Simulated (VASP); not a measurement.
Set up this calculation in VASP 6.6.1, as the native input.

| Item | Value |
| --- | --- |
| Task | relaxation of shape and atoms at fixed volume |
| Functional | PBE |
| Potentials or basis | VASP PAW PBE potentials, release 64 (Al, Fe, Co) |
| Cutoff | 600 eV |
| k mesh | 12 × 12 × 8 |
| Occupations | gaussian, width 0.1 eV |
| Spin | no spin polarisation |
| Dipole correction | no |
| Further INCAR settings | ALGO = Fast; EDIFF = 1e-07; IBRION = 2; EDIFFG = -0.01; NSW = 50; ISIF = 4 |

The structure of Al3FeCo2 lies in POSCAR:

```
Al3FeCo2
1.0
    3.9983039440      0.0000000000      0.0000000000
   -1.9991519720      3.4626327876      0.0000000000
    0.0000000000      0.0000000000      4.8940294349
Al Fe Co
3 1 2
Direct
    0.0000000000      0.0000000000      0.0000000000
    0.6666666667      0.3333333333      0.3343567781
    0.3333333333      0.6666666667      0.6656432219
    0.0000000000      0.0000000000      0.5000000000
    0.3333333333      0.6666666667      0.1654328475
    0.6666666667      0.3333333333      0.8345671525
```

One way to write it, as run:

INCAR

```
PREC     = Accurate       # precision mode
ENCUT    = 600            # plane-wave cutoff, eV
EDIFF    = 1E-7           # SCF threshold, eV
ISMEAR   = 0              # smearing method
SIGMA    = 0.1            # smearing width, eV
LREAL    = F              # projectors in reciprocal space
LASPH    = T              # aspherical terms in the spheres
NELM     = 100            # most SCF steps
ALGO     = Fast           # electronic algorithm
ISIF     = 4              # what is computed and relaxed
LWAVE    = F              # write WAVECAR
LCHARG   = F              # write CHGCAR
GGA      = PE             # functional
IBRION   = 2              # ionic algorithm
NSW      = 50             # ionic steps
EDIFFG   = -0.01          # ionic threshold
```

KPOINTS

```
Automatic mesh
0
Gamma
  12 12 8
```

Potentials or basis: VASP PAW PBE potentials, release 64 (Al, Fe, Co).

The run is started by

```sh
$ cat potpaw_PBE.64/Al/POTCAR potpaw_PBE.64/Fe/POTCAR potpaw_PBE.64/Co/POTCAR > POTCAR
$ mpirun -np 1 vasp_std > vasp.out
```

Results of the run:

The energy gained by relaxing is 0.0 meV/atom and the ionic steps are 2. The pressure after relaxing is 5.7 GPa. The band gap on the k mesh is zero (an odd number of electrons rules out a gap without spin polarisation).

Caveat: the run has no spin polarisation, though such a crystal can be magnetic.

Run time: 12 min on 1 thread of Intel Xeon 8259CL (shared host), peak memory 0.4 GiB.
